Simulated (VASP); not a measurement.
# Ru (P6_3/mmc) in VASP: notebook

Runs on Ru. Level: r2SCAN. Tasks: single point.

All numbers are computed with VASP 6.6.1; they aren't measurements. Logs are shortened: lines on timing, memory, paths and dates and some standing lists are left out, and cuts for length are marked.

## (1) The cell of the first run

It takes space group P6_3/mmc (No. 194, hexagonal). Conventional cell: a = 2.625 Å, b = 2.625 Å, c = 4.282 Å, α = 90.00°, β = 90.00°, γ = 120.00°. Within 3.5 Å of Ru (site symmetry -6m2) lie 12 Ru at 2.62 Å.

## (2) Single point, r2SCAN (strain -0.030 along x and y, +0.000 along z)

Contents of POSCAR:

```
Ru
1.0
    2.6246253542      0.0000000000      0.0000000000
   -1.3123126771      2.2729922322      0.0000000000
    0.0000000000      0.0000000000      4.2819000000
Ru
2
Direct
    0.3333333333      0.6666666667      0.2500000000
    0.6666666667      0.3333333333      0.7500000000
```

Contents of INCAR.step1:

```
SYSTEM = Ru
PREC = Accurate ; ENCUT = 520
ISMEAR = 0 ; SIGMA = 0.15
LREAL = .FALSE. ; LASPH = .TRUE.
NELM = 100 ; NBANDS = 21
GGA = PE ; ALGO = Normal
EDIFF = 1E-4 ; LWAVE = .TRUE.
LCHARG = .FALSE.
```

Contents of INCAR.step2:

```
SYSTEM = Ru
PREC = Accurate ; ENCUT = 520
EDIFF = 1E-7 ; ISMEAR = 0
SIGMA = 0.15 ; LREAL = .FALSE.
LASPH = .TRUE. ; NELM = 100
ALGO = Normal ; ISIF = 2
LWAVE = .FALSE. ; LCHARG = .TRUE.
METAGGA = R2SCAN ; LMIXTAU = .TRUE.
LELF = .TRUE. ; LVHAR = .TRUE.
NBANDS = 21 ; ISTART = 1
```

Contents of KPOINTS:

```
Automatic mesh
0
G
  24 24 12
  0 0 0
```

Potentials or basis: VASP PAW PBE potentials, release 64 (Ru_pv).

Started as:

```console
$ cat potpaw_PBE.64/Ru_pv/POTCAR > POTCAR
$ cp INCAR.step1 INCAR
$ mpirun -np 1 vasp_std > vasp.out
$ cp INCAR.step2 INCAR
$ mpirun -np 1 vasp_std > vasp.out
```

OUTCAR:

```text
SYSTEM = Ru
   PREC = Accurate
   ENCUT = 520
   EDIFF = 1E-7
   ISMEAR = 0
   LREAL = .FALSE.
   LASPH = .TRUE.
   NELM = 100
   ISIF = 2
   METAGGA = R2SCAN
   ISTART = 1

 ion  position               nearest neighbor table
   1  0.333  0.667  0.250-   2 2.62   2 2.62   2 2.62   2 2.62   2 2.62   2 2.62
   2  0.667  0.333  0.750-   1 2.62   1 2.62   1 2.62   1 2.62   1 2.62   1 2.62

  LATTYP: Found a hexagonal cell.
 ALAT       =     2.6246253542
 C/A-ratio  =     1.6314328417

  Lattice vectors:

 A1 = (   2.6246253542,   0.0000000000,   0.0000000000)
 A2 = (  -1.3123126771,   2.2729922322,   0.0000000000)
 A3 = (   0.0000000000,   0.0000000000,   4.2819000000)

Analysis of symmetry for initial positions (statically):
=====================================================================
 Subroutine PRICEL returns:
 Original cell was already a primitive cell.

 Routine SETGRP: Setting up the symmetry group for a
 hexagonal supercell.

 Subroutine GETGRP returns: Found 24 space group operations
 (whereof 12 operations were pure point group operations)
 out of a pool of 24 trial point group operations.

The static configuration has the point symmetry D_3d.
 The point group associated with its full space group is D_6h.

Analysis of symmetry for dynamics (positions and initial velocities):
=====================================================================
 Subroutine PRICEL returns:
 Original cell was already a primitive cell.

 Routine SETGRP: Setting up the symmetry group for a
 hexagonal supercell.

 Subroutine GETGRP returns: Found 24 space group operations
 (whereof 12 operations were pure point group operations)
 out of a pool of 24 trial point group operations.

The dynamic configuration has the point symmetry D_3d.
 The point group associated with its full space group is D_6h.

 Subroutine INISYM returns: Found 24 space group operations
 (whereof 12 operations are pure point group operations),
 and found     1 'primitive' translations

----------------------------------------------------------------------------------------

                                     Primitive cell

  volume of cell :      25.5448

  direct lattice vectors                    reciprocal lattice vectors
     2.624625354  0.000000000  0.000000000     0.381006759  0.219974355  0.000000000
    -1.312312677  2.272992232  0.000000000     0.000000000  0.439948710  0.000000000
     0.000000000  0.000000000  4.281900000     0.000000000  0.000000000  0.233541185

  length of vectors
     2.624625354  2.624625354  4.281900000     0.439948710  0.439948710  0.233541185

  position of ions in fractional coordinates (direct lattice)
     0.333333333  0.666666667  0.250000000
     0.666666667  0.333333333  0.750000000

  ion indices of the primitive-cell ions
   primitive index   ion index
                 1           1
                 2           2

----------------------------------------------------------------------------------------

 KPOINTS: Automatic mesh

Automatic generation of k-mesh.
 Grid dimensions read from file:
 generate k-points for:   24   24   12

 Generating k-lattice:

  Cartesian coordinates                     Fractional coordinates (reciprocal lattice)
     0.015875282  0.009165598  0.000000000     0.041666667  0.000000000  0.000000000
     0.000000000  0.018331196  0.000000000     0.000000000  0.041666667  0.000000000
     0.000000000  0.000000000  0.019461765     0.000000000  0.000000000  0.083333333

  Length of vectors
     0.018331196  0.018331196  0.019461765

  Shift w.r.t. Gamma in fractional coordinates (k-lattice)
     0.000000000  0.000000000  0.000000000

 Subroutine IBZKPT returns following result:
 ===========================================

 Found    427 irreducible k-points:

 Following reciprocal coordinates:
            Coordinates               Weight
  0.000000  0.000000  0.000000      1.000000
  0.041667 -0.000000  0.000000      6.000000
  0.083333 -0.000000  0.000000      6.000000
  0.125000 -0.000000  0.000000      6.000000
  0.166667 -0.000000  0.000000      6.000000
  0.208333 -0.000000  0.000000      6.000000
[... 16 lines left out ...]
  0.416667  0.041667  0.000000     12.000000
  0.458333  0.041667  0.000000     12.000000
 [... further k-points ...]
   k-points           NKPTS =    427   k-points in BZ     NKDIM =    427   number of bands    NBANDS=     21
   number of dos      NEDOS =    301   number of ions     NIONS =      2
   total plane-waves  NPLWV =  12800
   dimension x,y,z NGX =    20 NGY =   20 NGZ =   32
   dimension x,y,z NGXF=    40 NGYF=   40 NGZF=   64
   ions per type =               2
   NGX,Y,Z   is equivalent  to a cutoff of  12.67, 12.67, 12.42 a.u.
   NGXF,Y,Z  is equivalent  to a cutoff of  25.34, 25.34, 24.85 a.u.
 SYSTEM =  Ru
   PREC   = accura    normal or accurate (medium, high low for compatibility)
   ISTART =      1    job   : 0-new  1-cont  2-samecut
   ICHARG =      0    charge: 1-file 2-atom 10-const
   ISPIN  =      1    spin polarized calculation?
   LNONCOLLINEAR =      F non collinear calculations
   LSORBIT =      F    spin-orbit coupling
   LASPH  =      T    aspherical Exc in radial PAW
   ENCUT  =  520.0 eV  38.22 Ry    6.18 a.u.   4.88  4.88  7.96*2*pi/ulx,y,z
   NELM   =    100;   NELMIN=  2; NELMDL=  0     # of ELM steps
   EDIFF  = 0.1E-06   stopping-criterion for ELM
   LREAL  =      F    real-space projection
   EDIFFG = 0.1E-05   stopping-criterion for IOM
   NSW    =      0    number of steps for IOM
   IBRION =     -1    ionic relax: 0-MD 1-quasi-New 2-CG
   NFREE  =      0    steps in history (QN), initial steepest desc. (CG)
   ISIF   =      2    stress and relaxation
   ISYM   =      2    0-nonsym 1-usesym 2-fastsym
   POTIM  = 0.5000    time-step for ionic-motion
   TEBEG  =    0.0;   TEEND  =   0.0 temperature during run
   PSTRESS=    0.0 pullay stress
   NELECT =      28.0000    total number of electrons
   NUPDOWN=      -1.0000    fix difference up-down
   EMIN   =  10.00;   EMAX   =-10.00  energy-range for DOS
   EFERMI =   0.00;   METHOD = LEGACY
   ISMEAR =     0;   SIGMA  =   0.15  broadening in eV -4-tet -1-fermi 0-gaus
   EFERMI_NEDOS =   21; number of points for ismear=-14 and -15
   IALGO  =     38    algorithm
   IMIX   =      4    mixing-type and parameters
     AMIX     =   0.40;   BMIX     =  1.00
     AMIX_MAG =   1.60;   BMIX_MAG =  1.00
  volume/ion in A,a.u.               =      12.77        86.19
  Fermi-wavevector in a.u.,A,eV,Ry     =   1.687953  3.189768 38.765501  2.849184
  Thomas-Fermi vector in A             =   2.770346
   LORBIT       =      0    0 simple, 1 ext, 2 COOP (PROOUT), +10 PAW based schemes
   METAGGA = R2SCAN    functional components
   LHFCALC =     F    Hartree Fock is set to
   AEXX    =    0.0000 exact exchange contribution
   IVDW    =     0    specifies the selected vdW correction
   LEPSILON=     F    determine dielectric tensor
   LRPA    =     F    only Hartree local field effects (RPA)
 non-spin polarized calculation
 Gauss-broadening in eV      SIGMA  =   0.15
  energy-cutoff  :      520.00
  volume of cell :       25.54
 maximum number of plane-waves:       708
 NGX is ok and might be reduce to    20
   NGX =  9   NGY =  9   NGZ = 15

 number of electron      27.9999998 magnetization

 Free energy of the ion-electron system (eV)
  ---------------------------------------------------
  ext. energy  EPLUGINS =         0.00000000
  ---------------------------------------------------
  free energy    TOTEN  =       -50.72572160 eV

  energy without entropy =      -50.70802518  energy(sigma->0) =      -50.71687339

 E-fermi :  13.8973     XC(G=0): -15.8475

 val. band max:       13.8961690230   @ k =   0.1667   0.1250   0.1667
 cond. band min:      13.8997111255   @ k =   0.3333   0.3333   0.2500
 fundamental gap:      0.0035421024
 Fermi energy:        13.8973080539

 k-point     1 :       0.0000    0.0000    0.0000
  band No.  band energies     occupation
      1     -31.4183      2.00000
      2     -30.1953      2.00000
      3     -30.1953      2.00000
      4     -30.0104      2.00000
      5     -30.0081      2.00000
      6     -30.0081      2.00000
[... 13 lines left out ...]
     20      22.3112      0.00000
     21      25.0800      0.00000

 k-point     2 :       0.0417   -0.0000    0.0000
  band No.  band energies     occupation
      1     -31.4105      2.00000
      2     -30.2141      2.00000
      3     -30.2012      2.00000
      4     -30.0275      2.00000
      5     -30.0132      2.00000
      6     -30.0109      2.00000
[... 13 lines left out ...]
     20      22.3112      0.00000
     21      25.0680      0.00000

 k-point     3 :       0.0833   -0.0000    0.0000
  band No.  band energies     occupation
      1     -31.3874      2.00000
      2     -30.2691      2.00000
      3     -30.2184      2.00000
      4     -30.0842      2.00000
      5     -30.0219      2.00000
      6     -30.0191      2.00000
[... 13 lines left out ...]
     20      22.3112      0.00000
     21      25.0303      0.00000

 k-point     4 :       0.1250   -0.0000    0.0000
  band No.  band energies     occupation
      1     -31.3499      2.00000
      2     -30.3565      2.00000
      3     -30.2454      2.00000
      4     -30.1732      2.00000
      5     -30.0366      2.00000
      6     -30.0326      2.00000
[... 13 lines left out ...]
     20      22.3112      0.00000
     21      24.9635      0.00000

 k-point     5 :       0.1667   -0.0000    0.0000
  band No.  band energies     occupation
      1     -31.2993      2.00000
      2     -30.4702      2.00000
      3     -30.2872      2.00000
      4     -30.2797      2.00000
      5     -30.0574      2.00000
      6     -30.0507      2.00000
[... 13 lines left out ...]
     20      22.3113      0.00000
     21      24.8688      0.00000
[... 382 lines left out ...]
     20      24.2549      0.00000
     21      24.6553      0.00000

 k-point    22 :       0.3750    0.0417    0.0000
  band No.  band energies     occupation
      1     -31.1672      2.00000
      2     -30.9530      2.00000
      3     -30.8928      2.00000
      4     -30.4904      2.00000
      5     -30.2743      2.00000
      6     -30.1843      2.00000
[... 13 lines left out ...]
     20      23.4853      0.00000
     21      25.5616      0.00000

 k-point    23 :       0.4167    0.0417    0.0000
  band No.  band energies     occupation
      1     -31.2361      2.00000
      2     -31.0147      2.00000
      3     -30.8322      2.00000
      4     -30.5111      2.00000
      5     -30.3159      2.00000
      6     -30.1974      2.00000
[... 13 lines left out ...]
     20      22.3136      0.00000
     21      25.9444      0.00000

 k-point    24 :       0.4583    0.0417    0.0000
  band No.  band energies     occupation
      1     -31.2716      2.00000
      2     -31.0465      2.00000
      3     -30.7963      2.00000
      4     -30.5217      2.00000
      5     -30.3420      2.00000
      6     -30.2042      2.00000
[... 13 lines left out ...]
     20      22.3112      0.00000
     21      26.1752      0.00000

 [... further k-points ...]

------------------------ aborting loop because EDIFF is reached ----------------------------------------

  FORCE on cell =-STRESS in cart. coord.  units (eV):
  Direction    XX          YY          ZZ          XY          YZ          ZX
  --------------------------------------------------------------------------------------
  -------------------------------------------------------------------------------------
  Total        4.6608109      4.6608109      1.7292937     -0.0000000      0.0000000      0.0000000
  in kB      292.3279044    292.3279045    108.4619873     -0.0000000      0.0000000      0.0000000
  external PRESSURE =     231.0392654 kB  Pullay stress =       0.0000000 kB

 VOLUME and BASIS-vectors are now :
 -----------------------------------------------------------------------------
  energy-cutoff  :      520.00
  volume of cell :       25.54
      direct lattice vectors                 reciprocal lattice vectors
     2.624625354  0.000000000  0.000000000     0.381006759  0.219974355  0.000000000
    -1.312312677  2.272992232  0.000000000     0.000000000  0.439948710  0.000000000
     0.000000000  0.000000000  4.281900000     0.000000000  0.000000000  0.233541185

 POSITION                                       TOTAL-FORCE (eV/Angst)
 -----------------------------------------------------------------------------------
     -0.00000      1.51533      1.07048        -0.000000      0.000000      0.000000
      1.31231      0.75766      3.21143         0.000000     -0.000000      0.000000
 -----------------------------------------------------------------------------------
    total drift:                                0.000000     -0.000000      0.000000

  FREE ENERGIE OF THE ION-ELECTRON SYSTEM (eV)
  ---------------------------------------------------
  free  energy   TOTEN  =       -50.7257216004 eV

  energy  without entropy=      -50.7080251790  energy(sigma->0) =      -50.71687339
```

Wall time 6.7 min (1 thread of AMD EPYC 9R45 (Zen 5), shared host); peak memory 0.26 GiB.

Results:

| Quantity | Value |
| --- | --- |
| Free energy | -50.7257 eV |
| Pressure | 23.1 GPa |
| Band gap on the k mesh | zero (bands 14 and 15 overlap by 3.61 eV) |

Stress tensor (GPa, compression positive):
```
29.23  0.00  0.00
 0.00 29.23  0.00
 0.00  0.00 10.85
```

Caveat: the cell differs from its parent crystal (strain -0.030 along x and y, +0.000 along z); the stress differs along the axes, from 11 to 29 GPa; the PAW data sets were made with another functional, which shifts forces and pressure a little.

## (3) Single point, r2SCAN (strain -0.015 along x and y, -0.030 along z)

Contents of POSCAR:

```
Ru
1.0
    2.6652123442      0.0000000000      0.0000000000
   -1.3326061721      2.3081415966      0.0000000000
    0.0000000000      0.0000000000      4.1534430000
Ru
2
Direct
    0.3333333333      0.6666666667      0.2500000000
    0.6666666667      0.3333333333      0.7500000000
```

Contents of INCAR.step1:

```
  PREC = Accurate
  ENCUT = 520
  ISMEAR = 0
  SIGMA = 0.15
  LREAL = F
  LASPH = T
  NELM = 100
  NBANDS = 21
  GGA = PE
  ALGO = Normal
  EDIFF = 1E-4
  LWAVE = T
  LCHARG = F
```

Contents of INCAR.step2:

```
  PREC = Accurate
  ENCUT = 520
  EDIFF = 1E-6
  ISMEAR = 0
  SIGMA = 0.15
  LREAL = F
  LASPH = T
  NELM = 100
  ALGO = Normal
  ISIF = 2
  LWAVE = F
  LCHARG = F
  METAGGA = R2SCAN
  LMIXTAU = T
  NBANDS = 21
  ISTART = 1
```

Contents of KPOINTS:

```
regular mesh
0
Gamma
  24 24 12
```

Potentials or basis: VASP PAW PBE potentials, release 64 (Ru_pv).

Started as:

```console
$ cat potpaw_PBE.64/Ru_pv/POTCAR > POTCAR
$ cp INCAR.step1 INCAR
$ mpirun -np 1 vasp_std > vasp.out
$ cp INCAR.step2 INCAR
$ mpirun -np 1 vasp_std > vasp.out
```

Wall time 14 min (1 thread of Intel Xeon 8259CL, shared host); peak memory 0.29 GiB.

Results (log left out):

```yaml
Free_energy: -50.7520 eV
Pressure: 23.4 GPa
Band_gap_on_the_k_mesh: zero (bands 14 and 15 overlap by 3.67 eV)
```

Stress tensor (GPa, compression positive):
```
20.75  0.00  0.00
 0.00 20.75  0.00
 0.00  0.00 28.64
```

Levels at points of the mesh, in eV from the Fermi level:
```
           k point  band 12  band 13  band 14  band 15  band 16  band 17
(0.00, 0.00, 0.00)    -2.19    -2.19    -1.76    -1.76     1.32     1.32
(0.50, 0.00, 0.00)    -2.05    -1.64     1.51     2.03     2.25     4.54
(0.00, 0.00, 0.50)    -3.24    -2.95    -2.95     0.62     0.62     0.62
(0.50, 0.00, 0.50)    -1.31     0.48     0.48     1.83     1.83     3.77
```

Caveat: the cell differs from its parent crystal (strain -0.015 along x and y, -0.030 along z); the stress differs along the axes, from 21 to 29 GPa; the PAW data sets were made with another functional, which shifts forces and pressure a little.
